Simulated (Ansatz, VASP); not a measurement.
# Hf: VASP beside Ansatz

File INCAR:

```
SYSTEM = Hf
PREC = Accurate
ENCUT = 520
EDIFF = 1E-6
ISMEAR = 0
SIGMA = 0.15
LREAL = .False.
LASPH = .True.
NELM = 80
ALGO = Fast
ISIF = 2
LWAVE = .False.
LCHARG = .True.
GGA = PS
LELF = .True.
LVHAR = .True.
NBANDS = 17
```

The input KPOINTS:

```
Automatic mesh
0
Gamma
  18 18 10
  0 0 0
```

The input POSCAR:

```
Hf
1.0
    2.8047386791      0.0000000000      0.0000000000
   -1.4023693395      2.8395059240      0.0000000000
    0.0000000000      0.0000000000      5.3709413284
Hf
2
Direct
    0.3333333333      0.6666666667      0.2500000000
    0.6666666667      0.3333333333      0.7500000000
```

Input for Ansatz:

```yaml
crystal:
  lattice:
    - [2.8047386791, 0.0, 0.0]
    - [-1.4023693395, 2.839505924, 0.0]
    - [0.0, 0.0, 5.3709413284]
  atoms:
    - { symbol: Hf, position: [0.3333333333, 0.6666666667, 0.25] }
    - { symbol: Hf, position: [0.6666666667, 0.3333333333, 0.75] }
basis:
  ecutwfc: 420
kpoints:
  mp_grid: { grid: [18, 18, 10] }
hamiltonian:
  xc: pbesol
  pseudopotentials: { kind: paw }
scf:
  occupations: { method: gaussian, width: 0.15 }
output:
  forces: true
  stress: true
  eigenvalues: true
```

Change from the starting cell: strain +e along x and -e along y -0.0750, strain +e along z and -e/2 along x and y +0.0750.

Alike in both runs: task single point; functional PBEsol; k mesh 18 × 18 × 10; occupations gaussian, width 0.15 eV; no spin polarisation.

|  | VASP | Ansatz |
| --- | --- | --- |
| version | VASP 6.6.1 | Ansatz 0.2.0 |
| potentials or method | VASP PAW PBE potentials, release 64 (Hf_pv), cutoff 520 eV | scalar-relativistic, plane waves, PAW |
| valence electrons in the cell | 20 | 52 |

Ansatz gave:

| Quantity | Value |
| --- | --- |
| gap on the k mesh at the Fermi level (eV) | none |
| pressure (GPa) | 1.4 |
| traceless stress, the component that is largest in VASP (GPa) | 13.23 |
| rms of the force components (eV/Å) | 0.147 |

Q: Which values does VASP return?

A: gap on the k mesh at the Fermi level (eV): none; pressure (GPa): 1.1; traceless stress, the component that is largest in VASP (GPa): 13.28; rms of the force components (eV/Å): 0.147.

VASP's potentials were made for PBE, not for PBEsol. Atom by atom the forces differ by 0.000 eV/Å (rms over components). A gap of «none» marks a metal or a gap that the smearing closes. VASP's potentials hold 20 valence electrons a cell and Ansatz's 52, so a difference there can come from the potentials and not from the codes.

Spin-orbit coupling is off throughout.
